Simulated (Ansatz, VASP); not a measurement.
RbTe2W2: VASP beside Ansatz

```
Rb Te W
1.0
    -2.01065    2.01065    8.52897
     2.01065   -2.01065    8.52897
     2.01065    2.01065   -8.52897
Rb Te W
1 2 2
Cartesian
  0.0000 0.0000 0.0000
  0.0000 0.0000 6.1650
  0.0000 0.0000 10.8929
  2.0107 0.0000 4.2645
  0.0000 2.0107 4.2645
```

Change from the starting cell: species swapped into the GdSi2Ru2 type (I4/mmm, No. 139).

Alike in both runs: functional PBE; k mesh 6 × 6 × 6; occupations gaussian, width 0.1 eV; no spin polarisation.

Ansatz relaxed the structure, and its values are those at the end. VASP's run is a single point on that final structure, the one shown.

```csv
,VASP,Ansatz
version,VASP 6.6.1,Ansatz 0.2.0
potentials or method,"VASP PAW PBE potentials, release 64 (Rb_sv, Te, W_sv), cutoff 520 eV","scalar-relativistic, plane waves, PAW"
valence electrons in the cell,49,69
```

|  | VASP | Ansatz | Ansatz less VASP |
| --- | --- | --- | --- |
| gap on the k mesh at the Fermi level (eV) | none | none | - |
| pressure (GPa) | -0.1 | -0.2 | -0.05 |
| rms of the force components (eV/Å) | 0.007 | 0.010 | +0.0028 |

A gap of «none» marks a metal or a gap that the smearing closes. With one functional, cell and mesh, what is left measures potentials, basis and numerics. VASP's potentials hold 49 valence electrons a cell and Ansatz's 69, so a difference there can come from the potentials and not from the codes.

The k mesh is coarse, so the values compare programs but aren't converged. Neither program's run includes spin-orbit coupling.
